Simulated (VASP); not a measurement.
Write the native input for VASP 6.6.1 that does the following.

| Property | Result |
| --- | --- |
| Task | single point |
| Functional | PBE |
| Potentials or basis | VASP PAW PBE potentials, release 64 (Si, Mo_sv) |
| Cutoff | 520 eV |
| k mesh | 4 × 4 × 4 |
| Occupations | gaussian, width 0.1 eV |
| Spin | no spin polarisation |
| Dipole correction | no |
| Further INCAR settings | ALGO = Normal; EDIFF = 1e-06; NBANDS = 56 |

The structure of SiMo3 lies in POSCAR:

```
SiMo3
1.0
    4.8889999400      0.0000000000      0.0000000000
    0.0000000000      4.8889999400      0.0000000000
    0.0000000000      0.0000000000      4.8889999400
Si Mo
2 6
Direct
    0.0000000000      0.0000000000      0.0000000000
    0.5000000000      0.5000000000      0.5000000000
    0.2500000000      0.0000000000      0.5000000000
    0.5000000000      0.7500000000      0.0000000000
    0.7500000000      0.0000000000      0.5000000000
    0.5000000000      0.2500000000      0.0000000000
    0.0000000000      0.5000000000      0.7500000000
    0.0000000000      0.5000000000      0.2500000000
```

The input as run:

INCAR

```
ALGO = Normal
EDIFF = 1E-6
ENCUT = 520
GGA = PE
ISIF = 2
ISMEAR = 0
LASPH = T
LCHARG = F
LREAL = F
LWAVE = F
NBANDS = 56
NELM = 60
PREC = Accurate
SIGMA = 0.1
```

KPOINTS

```
k-points
0
Gamma
  4 4 4
```

Potentials or basis: VASP PAW PBE potentials, release 64 (Si, Mo_sv).

Run with:

```console
$ cat potpaw_PBE.64/Si/POTCAR potpaw_PBE.64/Mo_sv/POTCAR > POTCAR
$ mpirun -np 1 vasp_std > vasp.out
```

It gave:

```
Pressure               : 4.1 GPa
Band gap on the k mesh : zero (band 46 reaches 14.01 eV, above the bottom of band 47 at 11.58 eV)
```

It took 30 s on 1 thread of Intel(R) Xeon(R) 6975P-C (Granite Rapids), on a shared host, peak memory 0.22 GiB.
